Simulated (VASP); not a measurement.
CdSe (k07): single point with PBEsol

CdSe (k07):

```
Cd Se
1.0
     4.30208    0.00000    0.00000
    -2.15104    3.72571    0.00000
     0.00000    0.00000    7.02178
Cd Se
2 2
Cartesian
  0.0000 2.4838 -0.3917
  2.1510 1.2419 3.1192
  0.0000 2.4838 3.0319
  2.1510 1.2419 6.5428
```

| Item | Value |
| --- | --- |
| Program | VASP 6.6.1 |
| Task | single point |
| Functional | PBEsol |
| Potentials or basis | VASP PAW PBE potentials, release 64 (Cd, Se) |
| Cutoff | 520 eV |
| k mesh | 15 × 15 × 8 |
| Occupations | gaussian, width 0.01 eV |
| Spin | no spin polarisation |
| Dipole correction | no |
| Further INCAR settings | ALGO = Normal; EDIFF = 1e-07; NBANDS = 26 |

| Property | Result |
| --- | --- |
| Pressure | 4.1 GPa |
| Largest force | 0.202 eV/Å |
| Band gap on the k mesh | 0.87 eV, direct |

Forces on the atoms (eV/Å):
```
Cd   0.000  0.000  0.202
Cd   0.000  0.000  0.202
Se   0.000  0.000 -0.202
Se   0.000  0.000 -0.202
```

Stress tensor (GPa, compression positive):
```
 7.29  0.00  0.00
 0.00  7.29  0.00
 0.00  0.00 -2.42
```

Levels at points of the mesh, in eV from the valence-band top:
| k point | band 15 | band 16 | band 17 | band 18 | band 19 | band 20 | band 21 | band 22 |
| --- | --- | --- | --- | --- | --- | --- | --- | --- |
| (0.00, 0.00, 0.00) | -0.44 | -0.08 | 0.00 | 0.00 | 0.87 | 1.37 | 5.89 | 5.89 |
| (0.00, 0.00, 0.50) | -0.22 | -0.22 | -0.22 | -0.22 | 1.85 | 1.85 | 6.00 | 6.00 |

It took 6.3 min on 1 thread of Intel(R) Xeon(R) Platinum 8259CL CPU @ 2.50GHz (Skylake/Cascade Lake), with other jobs on the host, peak memory 0.47 GiB.

Caveat: the PAW data sets were made with another functional, which shifts forces and pressure a little. PBEsol gaps usually lie below the measured ones, often by a third to a half.
